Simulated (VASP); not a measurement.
Write the native input for VASP 6.6.1 that does the following.

```
Task                   : single point
Functional             : r2SCAN
Potentials or basis    : VASP PAW PBE potentials, release 64 (C)
Cutoff                 : 520 eV
k mesh                 : 12 × 12 × 12
Occupations            : gaussian, width 0.05 eV
Spin                   : no spin polarisation
Dipole correction      : no
Further INCAR settings : ALGO = Normal; EDIFF = 1e-06; NBANDS = 11
```

Crystal: C.

```xyz
2
Lattice="1.2280 0.7090 3.3470 -1.2280 0.7090 3.3470 0.0000 -1.4180 3.3470" Properties=species:S:1:pos:R:3 pbc="T T T"
C     0.0000   -0.2000    1.6467
C     0.0000    0.0000    8.3943
```

This cell differs from its parent crystal: atom 1 (C) moved by (+0.000, -0.200) A along x and y.

The input as run:

POSCAR

```
C
1.0
    1.2280263465      0.7090013417      3.3470108394
   -1.2280263465      0.7090013417      3.3470108394
    0.0000000000     -1.4180026834      3.3470108394
C
2
Direct
    0.1169855145      0.1169855145      0.2580289711
    0.8360000000      0.8360000000      0.8360000000
```

INCAR.step1

```
PREC = Accurate
ENCUT = 520
ISMEAR = 0
SIGMA = 0.05
LREAL = False
LASPH = True
NELM = 80
NBANDS = 11
GGA = PE
ALGO = Normal
EDIFF = 1E-4
LWAVE = True
LCHARG = False
```

INCAR.step2

```
PREC = Accurate
ENCUT = 520
EDIFF = 1E-6
ISMEAR = 0
SIGMA = 0.05
LREAL = False
LASPH = True
NELM = 80
ALGO = Normal
ISIF = 2
LWAVE = False
LCHARG = True
METAGGA = R2SCAN
LMIXTAU = True
LELF = True
LVHAR = True
NBANDS = 11
ISTART = 1
```

KPOINTS

```
Automatic mesh
0
Gamma
  12 12 12
```

Potentials or basis: VASP PAW PBE potentials, release 64 (C).

Launch:

```bash
$ cat potpaw_PBE.64/C/POTCAR > POTCAR
$ cp INCAR.step1 INCAR
$ mpirun -np 1 vasp_std > vasp.out
$ cp INCAR.step2 INCAR
$ mpirun -np 1 vasp_std > vasp.out
```

Results of the run:

- Pressure: 23.8 GPa
- Largest force: 13.903 eV/Å
- Band gap on the k mesh: zero (bands 4 and 5 overlap by 1.10 eV)

Caveat: the cell differs from its parent crystal (atom 1 (C) moved by (+0.000, -0.200) A along x and y); the cell stands under pressure; the PAW data sets were made with another functional, which shifts forces and pressure a little.

Wall time 4.5 min on 1 thread of Intel(R) Xeon(R) 6975P-C (Granite Rapids), on a shared host, peak memory 0.2 GiB.
